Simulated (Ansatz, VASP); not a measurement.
**One calculation of Ba, two programs**

The input POSCAR:

```
Ba
1.0
   -2.5083931902      2.5083931902      2.5083931902
    2.5083931902     -2.5083931902      2.5083931902
    2.5083931902      2.5083931902     -2.5083931902
Ba
1
Direct
    0.0000000000      0.0000000000      0.0000000000
```

File INCAR.step1:

```
SYSTEM = Ba
PREC     = Accurate       ! precision mode
ENCUT    = 520            ! plane-wave cutoff, eV
ISMEAR   = 0              ! smearing method
SIGMA    = 0.1            ! smearing width, eV
LREAL    = .FALSE.        ! projectors in reciprocal space
LASPH    = .TRUE.         ! aspherical terms in the spheres
NELM     = 100            ! most SCF steps
NBANDS   = 11             ! bands
GGA      = PE             ! functional
ALGO     = Normal         ! electronic algorithm
EDIFF    = 1E-4           ! SCF threshold, eV
LWAVE    = .TRUE.         ! write WAVECAR
LCHARG   = .FALSE.        ! write CHGCAR
```

INCAR.step2

```
SYSTEM = Ba
PREC     = Accurate       ! precision mode
ENCUT    = 520            ! plane-wave cutoff, eV
EDIFF    = 1E-6           ! SCF threshold, eV
ISMEAR   = 0              ! smearing method
SIGMA    = 0.1            ! smearing width, eV
LREAL    = .FALSE.        ! projectors in reciprocal space
LASPH    = .TRUE.         ! aspherical terms in the spheres
NELM     = 100            ! most SCF steps
ALGO     = Normal         ! electronic algorithm
ISIF     = 2              ! what is computed and relaxed
LWAVE    = .FALSE.        ! write WAVECAR
LCHARG   = .FALSE.        ! write CHGCAR
METAGGA  = R2SCAN         ! meta-GGA
LMIXTAU  = .TRUE.       
NBANDS   = 11             ! bands
ISTART   = 1
```

The input KPOINTS:

```
regular mesh
0
G
  12 12 12
  0 0 0
```

Input for Ansatz:

```yaml
crystal:
  lattice:
    - [-2.5083931902, 2.5083931902, 2.5083931902]
    - [2.5083931902, -2.5083931902, 2.5083931902]
    - [2.5083931902, 2.5083931902, -2.5083931902]
  atoms:
    - { symbol: Ba, position: [0.0, 0.0, 0.0] }
basis:
  ecutwfc: 500
kpoints:
  mp_grid: { grid: [12, 12, 12] }
hamiltonian:
  xc: r2scan
scf:
  occupations: { method: gaussian, width: 0.1 }
output:
  forces: true
  stress: true
  eigenvalues: true
```

Alike in both runs: task single point; functional r2SCAN; k mesh 12 × 12 × 12; occupations gaussian, width 0.1 eV; no spin polarisation.

|  | VASP | Ansatz |
| --- | --- | --- |
| version | VASP 6.6.1 | Ansatz 0.2.0 |
| potentials or method | VASP PAW PBE potentials, release 64 (Ba_sv), cutoff 520 eV | scalar-relativistic, plane waves, PAW |
| valence electrons in the cell | 10 | 10 |

```tsv
	VASP	Ansatz	Ansatz less VASP
gap on the k mesh at the Fermi level (eV)	none	none	-
pressure (GPa)	0.3	0.3	-0.06
```

VASP's potentials were made for PBE, not for r2SCAN. A gap of «none» marks a metal or a gap that the smearing closes. The functional is the same, so the differences come from potentials, cutoffs and numerics.

Neither program's run includes spin-orbit coupling.
